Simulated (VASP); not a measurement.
Set up this calculation in VASP 6.6.1, as the native input.

```
Task                   : single point
Functional             : PBE
Potentials or basis    : VASP PAW PBE potentials, release 64 (Ca_sv, O)
Cutoff                 : 520 eV
k mesh                 : 10 × 10 × 10
Occupations            : gaussian, width 0.05 eV
Spin                   : no spin polarisation
Dipole correction      : no
Further INCAR settings : ALGO = Normal; EDIFF = 1e-06; NBANDS = 15
```

The structure of CaO lies in POSCAR:

```
CaO
1.0
    0.3072796313      2.6118768660      2.6118768660
    2.6118768660      0.3072796313      2.6118768660
    2.6118768660      2.6118768660      0.3072796313
Ca O
1 1
Direct
    0.0000000000      0.0000000000      0.0000000000
    0.5000000000      0.5000000000      0.5000000000
```

This cell differs from its parent crystal: ratio of the length along [111] to the lengths across it x 1.2, volume and fractional coordinates fixed.

The input as run:

INCAR

```
PREC     = Accurate       # precision mode
ENCUT    = 520            # plane-wave cutoff, eV
EDIFF    = 1E-6           # SCF threshold, eV
ISMEAR   = 0              # smearing method
SIGMA    = 0.05           # smearing width, eV
LREAL    = False          # projectors in reciprocal space
LASPH    = True           # aspherical terms in the spheres
NELM     = 80             # most SCF steps
ALGO     = Normal         # electronic algorithm
ISIF     = 2              # what is computed and relaxed
LWAVE    = False          # write WAVECAR
LCHARG   = False          # write CHGCAR
GGA      = PE             # functional
NBANDS   = 15             # bands
```

KPOINTS

```
regular mesh
0
Gamma
  10 10 10
```

Potentials or basis: VASP PAW PBE potentials, release 64 (Ca_sv, O).

Command:

```sh
$ cat potpaw_PBE.64/Ca_sv/POTCAR potpaw_PBE.64/O/POTCAR > POTCAR
$ mpirun -np 1 vasp_std > vasp.out
```

It gave:

```json
{
 "Pressure": "-4.3 GPa",
 "Band gap on the k mesh": "3.02 eV, indirect (least direct gap 3.15 eV)"
}
```

Run time: 20 s on 1 thread of Intel(R) Xeon(R) 6975P-C (Granite Rapids) (shared host), peak memory 0.19 GiB.
